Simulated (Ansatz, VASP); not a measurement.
One calculation of Sn, two programs

INCAR

```
PREC     = Accurate       # precision mode
ENCUT    = 500            # plane-wave cutoff, eV
EDIFF    = 1E-6           # SCF threshold, eV
ISMEAR   = -1             # smearing method
SIGMA    = 0.05           # smearing width, eV
LREAL    = False          # projectors in reciprocal space
LASPH    = True           # aspherical terms in the spheres
NELM     = 120            # most SCF steps
ALGO     = Normal         # electronic algorithm
ISIF     = 2              # what is computed and relaxed
LWAVE    = False          # write WAVECAR
LCHARG   = True           # write CHGCAR
LELF     = True           # ELF
LVHAR    = True         
NBANDS   = 21             # bands
GGA_COMPAT= False
```

File KPOINTS:

```
Automatic mesh
0
Gamma
  15 15 15
```

POSCAR

```
Sn
1.0
   -2.9351608277      2.9351608277      1.6011844130
    2.9351608277     -2.9351608277      1.6011844130
    2.9351608277      2.9351608277     -1.6011844130
Sn
2
Direct
    0.0000000000      0.0000000000      0.0000000000
    0.7500000000      0.2500000000      0.5000000000
```

Input for Ansatz:

```yaml
crystal:
  lattice:
    - [-2.9351608277, 2.9351608277, 1.601184413]
    - [2.9351608277, -2.9351608277, 1.601184413]
    - [2.9351608277, 2.9351608277, -1.601184413]
  atoms:
    - { symbol: Sn, position: [0.0, 0.0, 0.0] }
    - { symbol: Sn, position: [0.75, 0.25, 0.5] }
kpoints:
  mp_grid: { grid: [15, 15, 15] }
scf:
  occupations: { method: fermi_dirac, width: 0.05 }
hamiltonian:
  xc: lda
  pseudopotentials: { kind: all_electron, lapw: { basis_error: 0.0005 } }
output:
  forces: true
  stress: true
  eigenvalues: true
```

Change from the starting cell: volume scaled by 1.02.

Alike in both runs: task single point; functional LDA; k mesh 15 × 15 × 15; occupations fermi-dirac, width 0.05 eV; no spin polarisation.

|  | VASP | Ansatz |
| --- | --- | --- |
| version | VASP 6.6.1 | Ansatz 0.2.0 |
| potentials or method | VASP PAW LDA potentials, release 64 (Sn_d), cutoff 500 eV | all-electron LAPW, scalar-relativistic |

```tsv
	VASP	Ansatz	Ansatz less VASP
pressure (GPa)	-2.8	-2.7	+0.02
traceless stress, the component that is largest in VASP (GPa)	-0.59	-0.61	-0.013
```

LDA's correlation is that of Perdew and Zunger in VASP and of Perdew and Wang (1992) in Ansatz. Ansatz ran all-electron here, and VASP with PAW potentials.
